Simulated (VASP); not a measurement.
# Sb2Se3 (R-3m) in VASP: settings compared

Aim: see how the results for Sb2Se3 move with the level of theory and the settings. Levels: PBE, r2SCAN. Tasks: single point.

Program: VASP 6.6.1. These are calculated values, not measurements. Logs are shortened: lines on timing, memory, paths and dates and some standing lists are left out, and cuts for length are marked.

**1. The cell of the first run**

It takes space group R-3m (No. 166, trigonal). Conventional cell: a = 4.026 Å, b = 4.026 Å, c = 28.991 Å, α = 90.00°, β = 90.00°, γ = 120.00°. Sb (site symmetry 3m) has 6 Se at 2.79 to 2.99 Å within 3.7 Å. Se (site symmetry 3m) has 3 Sb at 2.79 Å and 3 Se at 3.65 Å within 3.7 Å. Se (site symmetry -3m) has 6 Sb at 2.99 Å within 3.9 Å.

**2. Single point, PBE**

The input, INCAR:

```
  PREC = Accurate
  ENCUT = 520
  EDIFF = 1E-6
  ISMEAR = -1
  SIGMA = 0.02
  LREAL = False
  LASPH = True
  NELM = 100
  ALGO = Normal
  ISIF = 2
  LWAVE = False
  LCHARG = False
  GGA = PE
  NBANDS = 22
```

The input, KPOINTS:

```
Automatic mesh
0
Gamma
  8 8 8
```

The input, POSCAR:

```
Sb2Se3
1.0
    2.0131857642      1.1623133429      9.6638119007
   -2.0131857642      1.1623133429      9.6638119007
    0.0000000000     -2.3246266858      9.6638119007
Sb Se
2 3
Direct
    0.3980137564      0.3980137564      0.3980137564
    0.6019862436      0.6019862436      0.6019862436
    0.2152848036      0.2152848036      0.2152848036
    0.7847151964      0.7847151964      0.7847151964
    0.0000000000      0.0000000000      0.0000000000
```

Potentials or basis: VASP PAW PBE potentials, release 64 (Sb, Se).

The run is started by

```console
cat potpaw_PBE.64/Sb/POTCAR potpaw_PBE.64/Se/POTCAR > POTCAR
mpirun -np 1 vasp_std > vasp.out
```

OUTCAR:

```text
PREC = Accurate
   ENCUT = 520
   EDIFF = 1E-6
   ISMEAR = -1
   LREAL = False
   LASPH = True
   NELM = 100
   ISIF = 2
   GGA = PE

 ion  position               nearest neighbor table
   1  0.398  0.398  0.398-   4 2.79   4 2.79   4 2.79   5 2.99   5 2.99   5 2.99
   2  0.602  0.602  0.602-   3 2.79   3 2.79   3 2.79   5 2.99   5 2.99   5 2.99
   3  0.215  0.215  0.215-   2 2.79   2 2.79   2 2.79
   4  0.785  0.785  0.785-   1 2.79   1 2.79   1 2.79
   5  0.000  0.000  0.000-   2 2.99   2 2.99   1 2.99   1 2.99   2 2.99   1 2.99

  LATTYP: Found a trigonal (rhomboedric) cell.
 ALAT       =     9.9394743161
 COS(alpha) =     0.9179514585

  Lattice vectors:

 A1 = (   2.0131857642,   1.1623133429,   9.6638119007)
 A2 = (  -2.0131857642,   1.1623133429,   9.6638119007)
 A3 = (   0.0000000000,  -2.3246266858,   9.6638119007)

Analysis of symmetry for initial positions (statically):
=====================================================================
 Subroutine PRICEL returns:
 Original cell was already a primitive cell.

 Routine SETGRP: Setting up the symmetry group for a
 trigonal (rhombohedral) supercell.

 Subroutine GETGRP returns: Found 12 space group operations
 (whereof 12 operations were pure point group operations)
 out of a pool of 12 trial point group operations.

The static configuration has the point symmetry D_3d.

Analysis of symmetry for dynamics (positions and initial velocities):
=====================================================================
 Subroutine PRICEL returns:
 Original cell was already a primitive cell.

 Routine SETGRP: Setting up the symmetry group for a
 trigonal (rhombohedral) supercell.

 Subroutine GETGRP returns: Found 12 space group operations
 (whereof 12 operations were pure point group operations)
 out of a pool of 12 trial point group operations.

The dynamic configuration has the point symmetry D_3d.

 Subroutine INISYM returns: Found 12 space group operations
 (whereof 12 operations are pure point group operations),
 and found     1 'primitive' translations

----------------------------------------------------------------------------------------

                                     Primitive cell

  volume of cell :     135.6772

  direct lattice vectors                    reciprocal lattice vectors
     2.013185764  1.162313343  9.663811901     0.248362575  0.143392199  0.034492945
    -2.013185764  1.162313343  9.663811901    -0.248362575  0.143392199  0.034492945
     0.000000000 -2.324626686  9.663811901     0.000000000 -0.286784399  0.034492945

  length of vectors
     9.939474316  9.939474316  9.939474316     0.288851267  0.288851267  0.288851267

  position of ions in fractional coordinates (direct lattice)
     0.398013756  0.398013756  0.398013756
     0.601986244  0.601986244  0.601986244
     0.215284804  0.215284804  0.215284804
     0.784715196  0.784715196  0.784715196
     0.000000000  0.000000000  0.000000000

  ion indices of the primitive-cell ions
   primitive index   ion index
                 1           1
                 2           2
                 3           3
                 4           4
                 5           5

----------------------------------------------------------------------------------------

 KPOINTS: Automatic mesh

Automatic generation of k-mesh.
 Grid dimensions read from file:
 generate k-points for:    8    8    8

 Generating k-lattice:

  Cartesian coordinates                     Fractional coordinates (reciprocal lattice)
     0.031045322  0.017924025  0.004311618     0.125000000 -0.000000000 -0.000000000
    -0.031045322  0.017924025  0.004311618    -0.000000000  0.125000000 -0.000000000
     0.000000000 -0.035848050  0.004311618    -0.000000000 -0.000000000  0.125000000

  Length of vectors
     0.036106408  0.036106408  0.036106408

  Shift w.r.t. Gamma in fractional coordinates (k-lattice)
     0.000000000  0.000000000  0.000000000

 Subroutine IBZKPT returns following result:
 ===========================================

 Found     65 irreducible k-points:

 Following reciprocal coordinates:
            Coordinates               Weight
  0.000000  0.000000  0.000000      1.000000
  0.125000  0.000000 -0.000000      6.000000
  0.250000  0.000000 -0.000000      6.000000
  0.375000 -0.000000 -0.000000      6.000000
  0.500000  0.000000 -0.000000      3.000000
  0.125000  0.125000 -0.000000      6.000000
[... 16 lines left out ...]
  0.250000  0.125000  0.125000      6.000000
  0.375000  0.125000  0.125000      6.000000
 [... further k-points ...]
   k-points           NKPTS =     65   k-points in BZ     NKDIM =     65   number of bands    NBANDS=     22
   number of dos      NEDOS =    301   number of ions     NIONS =      5
   total plane-waves  NPLWV = 512000
   dimension x,y,z NGX =    80 NGY =   80 NGZ =   80
   dimension x,y,z NGXF=   160 NGYF=  160 NGZF=  160
   ions per type =               2   3
   NGX,Y,Z   is equivalent  to a cutoff of  13.38, 13.38, 13.38 a.u.
   NGXF,Y,Z  is equivalent  to a cutoff of  26.76, 26.76, 26.76 a.u.
 SYSTEM =  unknown system
   PREC   = accura    normal or accurate (medium, high low for compatibility)
   ISTART =      0    job   : 0-new  1-cont  2-samecut
   ICHARG =      2    charge: 1-file 2-atom 10-const
   ISPIN  =      1    spin polarized calculation?
   LNONCOLLINEAR =      F non collinear calculations
   LSORBIT =      F    spin-orbit coupling
   LASPH  =      T    aspherical Exc in radial PAW
   ENCUT  =  520.0 eV  38.22 Ry    6.18 a.u.  18.48 18.48 18.48*2*pi/ulx,y,z
   NELM   =    100;   NELMIN=  2; NELMDL= -5     # of ELM steps
   EDIFF  = 0.1E-05   stopping-criterion for ELM
   LREAL  =      F    real-space projection
   EDIFFG = 0.1E-04   stopping-criterion for IOM
   NSW    =      0    number of steps for IOM
   IBRION =     -1    ionic relax: 0-MD 1-quasi-New 2-CG
   NFREE  =      0    steps in history (QN), initial steepest desc. (CG)
   ISIF   =      2    stress and relaxation
   ISYM   =      2    0-nonsym 1-usesym 2-fastsym
   POTIM  = 0.5000    time-step for ionic-motion
   TEBEG  =    0.0;   TEEND  =   0.0 temperature during run
   PSTRESS=    0.0 pullay stress
   NELECT =      28.0000    total number of electrons
   NUPDOWN=      -1.0000    fix difference up-down
   EMIN   =  10.00;   EMAX   =-10.00  energy-range for DOS
   EFERMI =   0.00;   METHOD = LEGACY
   ISMEAR =    -1;   SIGMA  =   0.02  broadening in eV -4-tet -1-fermi 0-gaus
   EFERMI_NEDOS =   21; number of points for ismear=-14 and -15
   IALGO  =     38    algorithm
   IMIX   =      4    mixing-type and parameters
     AMIX     =   0.40;   BMIX     =  1.00
     AMIX_MAG =   1.60;   BMIX_MAG =  1.00
  volume/ion in A,a.u.               =      27.14       183.12
  Fermi-wavevector in a.u.,A,eV,Ry     =   0.967443  1.828202 12.734309  0.935945
  Thomas-Fermi vector in A             =   2.097329
   LORBIT       =      0    0 simple, 1 ext, 2 COOP (PROOUT), +10 PAW based schemes
   GGA     = PE    functional components
   LHFCALC =     F    Hartree Fock is set to
   AEXX    =    0.0000 exact exchange contribution
   IVDW    =     0    specifies the selected vdW correction
   LEPSILON=     F    determine dielectric tensor
   LRPA    =     F    only Hartree local field effects (RPA)
 non-spin polarized calculation
  energy-cutoff  :      520.00
  volume of cell :      135.68
 maximum number of plane-waves:      3696
 NGX is ok and might be reduce to    80
   NGX = 37   NGY = 37   NGZ = 37

 number of electron      28.0000000 magnetization

 Free energy of the ion-electron system (eV)
  ---------------------------------------------------
  ext. energy  EPLUGINS =         0.00000000
  ---------------------------------------------------
  free energy    TOTEN  =       -20.05978630 eV

  energy without entropy =      -20.05967771  energy(sigma->0) =      -20.05973201

 E-fermi :   5.1866     XC(G=0):  -9.3614

 val. band max:        5.1822913071   @ k =   0.0000   0.0000   0.0000
 cond. band min:       5.1908533695   @ k =   0.0000   0.0000   0.0000
 fundamental gap:      0.0085620624
 Fermi energy:         5.1865980416

 k-point     1 :       0.0000    0.0000    0.0000
  band No.  band energies     occupation
      1      -9.4170      2.00000
      2      -8.7052      2.00000
      3      -8.1060      2.00000
      4      -3.7063      2.00000
      5      -2.5488      2.00000
      6       2.8395      2.00000
[... 14 lines left out ...]
     21      10.4743      0.00000
     22      11.5555      0.00000

 k-point     2 :       0.1250    0.0000   -0.0000
  band No.  band energies     occupation
      1      -9.2788      2.00000
      2      -8.5939      2.00000
      3      -8.0244      2.00000
      4      -3.7321      2.00000
      5      -2.7020      2.00000
      6       1.7674      2.00000
[... 14 lines left out ...]
     21      10.2307      0.00000
     22      10.8744      0.00000

 k-point     3 :       0.2500    0.0000   -0.0000
  band No.  band energies     occupation
      1      -8.8858      2.00000
      2      -8.2972      2.00000
      3      -7.8200      2.00000
      4      -3.9094      2.00000
      5      -3.1725      2.00000
      6       0.5197      2.00000
[... 14 lines left out ...]
     21       9.3569      0.00000
     22      11.1717      0.00000

 k-point     4 :       0.3750   -0.0000   -0.0000
  band No.  band energies     occupation
      1      -8.3270      2.00000
      2      -7.9496      2.00000
      3      -7.6407      2.00000
      4      -4.3343      2.00000
      5      -3.7507      2.00000
      6      -0.4550      2.00000
[... 14 lines left out ...]
     21       9.4170      0.00000
     22      11.1090      0.00000

 k-point     5 :       0.5000    0.0000   -0.0000
  band No.  band energies     occupation
      1      -7.9143      2.00000
      2      -7.7479      2.00000
      3      -7.7222      2.00000
      4      -4.5803      2.00000
      5      -4.0471      2.00000
      6      -0.8046      2.00000
[... 417 lines left out ...]
 k-point    22 :       0.1250    0.1250    0.1250
  band No.  band energies     occupation
      1      -9.4043      2.00000
      2      -8.7508      2.00000
      3      -8.0652      2.00000
      4      -3.7657      2.00000
      5      -2.4798      2.00000
      6       2.5773      2.00000
[... 14 lines left out ...]
     21      10.4795      0.00000
     22      11.5162      0.00000

 k-point    23 :       0.2500    0.1250    0.1250
  band No.  band energies     occupation
      1      -9.2580      2.00000
      2      -8.6635      2.00000
      3      -7.9642      2.00000
      4      -3.8107      2.00000
      5      -2.6176      2.00000
      6       1.7107      2.00000
[... 14 lines left out ...]
     21      10.2041      0.00000
     22      10.9823      0.00000

 k-point    24 :       0.3750    0.1250    0.1250
  band No.  band energies     occupation
      1      -8.8583      2.00000
      2      -8.3797      2.00000
      3      -7.7556      2.00000
      4      -3.9586      2.00000
      5      -3.1308      2.00000
      6       0.5551      2.00000
[... 14 lines left out ...]
     21       9.3663      0.00000
     22      11.2391      0.00000

 [... further k-points ...]
[... 5 lines left out ...]
  --------------------------------------------------------------------------------------
  -------------------------------------------------------------------------------------
  Total        1.8376395      1.8376395      1.7020715      0.0000000      0.0000000      0.0000000
  in kB       21.7002188     21.7002188     20.0993302      0.0000000      0.0000000      0.0000000
  external PRESSURE =      21.1665893 kB  Pullay stress =       0.0000000 kB

 VOLUME and BASIS-vectors are now :
 -----------------------------------------------------------------------------
  energy-cutoff  :      520.00
  volume of cell :      135.68
      direct lattice vectors                 reciprocal lattice vectors
     2.013185764  1.162313343  9.663811901     0.248362575  0.143392199  0.034492945
    -2.013185764  1.162313343  9.663811901    -0.248362575  0.143392199  0.034492945
     0.000000000 -2.324626686  9.663811901     0.000000000 -0.286784399  0.034492945

 POSITION                                       TOTAL-FORCE (eV/Angst)
 -----------------------------------------------------------------------------------
      0.00000      0.00000     11.53899         0.000000     -0.000000     -0.104204
      0.00000      0.00000     17.45245         0.000000     -0.000000      0.104204
      0.00000      0.00000      6.24142         0.000000      0.000000     -0.181802
      0.00000      0.00000     22.75002         0.000000     -0.000000      0.181802
      0.00000      0.00000      0.00000         0.000000     -0.000000     -0.000000
 -----------------------------------------------------------------------------------
    total drift:                               -0.000000      0.000000     -0.000000

  FREE ENERGIE OF THE ION-ELECTRON SYSTEM (eV)
  ---------------------------------------------------
  free  energy   TOTEN  =       -20.0597862993 eV

  energy  without entropy=      -20.0596777124  energy(sigma->0) =      -20.05973201
```

Wall time 14 min (1 thread of AMD EPYC 9R45 (Zen 5), shared host); peak memory 0.96 GiB.

What came out:

| Item | Value |
| --- | --- |
| Free energy | -20.0598 eV |
| Pressure | 2.1 GPa |
| Largest force | 0.182 eV/Å |
| Band gap on the k mesh | 0.01 eV, direct |

Forces on the atoms (eV/Å):
```
Sb   0.000  0.000 -0.104
Sb   0.000  0.000  0.104
Se   0.000  0.000 -0.182
Se   0.000  0.000  0.182
Se   0.000  0.000  0.000
```

Caveat: spin-orbit coupling is left out, which moves the levels of the heavy elements. A k mesh can miss the band edges.

**3. Single point, r2SCAN**

POSCAR is that of step 2.

The input, INCAR.step1:

```
SYSTEM = Sb2Se3
PREC = Accurate
ENCUT = 520
ISMEAR = -1
SIGMA = 0.02
LREAL = .FALSE.
LASPH = .TRUE.
NELM = 60
NBANDS = 22
GGA = PE
ALGO = Normal
EDIFF = 1E-4
LWAVE = .TRUE.
LCHARG = .FALSE.
```

The input, INCAR.step2:

```
SYSTEM = Sb2Se3
PREC = Accurate
ENCUT = 520
EDIFF = 1E-7
ISMEAR = -1
SIGMA = 0.02
LREAL = .FALSE.
LASPH = .TRUE.
NELM = 60
ALGO = Normal
ISIF = 2
LWAVE = .FALSE.
LCHARG = .FALSE.
METAGGA = R2SCAN
LMIXTAU = .TRUE.
NBANDS = 22
ISTART = 1
```

The input, KPOINTS:

```
Automatic mesh
0
G
  8 8 8
  0 0 0
```

Potentials or basis: VASP PAW PBE potentials, release 64 (Sb, Se).

The run is started by

```console
cat potpaw_PBE.64/Sb/POTCAR potpaw_PBE.64/Se/POTCAR > POTCAR
cp INCAR.step1 INCAR
mpirun -np 1 vasp_std > vasp.out
cp INCAR.step2 INCAR
mpirun -np 1 vasp_std > vasp.out
```

It took 66 min on 1 thread of AMD EPYC 9R45 (Zen 5), shared host; peak memory 1.1 GiB.

The run converged. Its results:

- Free energy: -95.6451 eV
- Pressure: 0.9 GPa
- Largest force: 0.018 eV/Å
- Band gap on the k mesh: 0.17 eV, direct

Forces on the atoms (eV/Å):
```
Sb   0.000  0.000  0.007
Sb   0.000  0.000 -0.007
Se   0.000  0.000  0.018
Se   0.000  0.000 -0.018
Se   0.000  0.000  0.000
```

Levels at points of the mesh, in eV from the valence-band top:
```csv
k point,band 11,band 12,band 13,band 14,band 15,band 16,band 17,band 18
"(0.00, 0.00, 0.00)",-2.30,-1.85,-1.85,0.00,0.17,0.99,0.99,2.12
"(0.50, 0.00, 0.00)",-3.37,-2.59,-1.94,-0.70,0.68,1.59,2.74,2.93
"(0.50, 0.50, 0.00)",-2.47,-2.35,-2.22,-1.14,1.11,1.61,2.09,3.00
"(0.50, 0.50, 0.50)",-1.96,-1.96,-1.17,-0.76,0.53,1.19,1.19,2.13
```

Caveat: the PAW data sets were made with another functional, which shifts forces and pressure a little; spin-orbit coupling is left out, which moves the levels of the heavy elements.
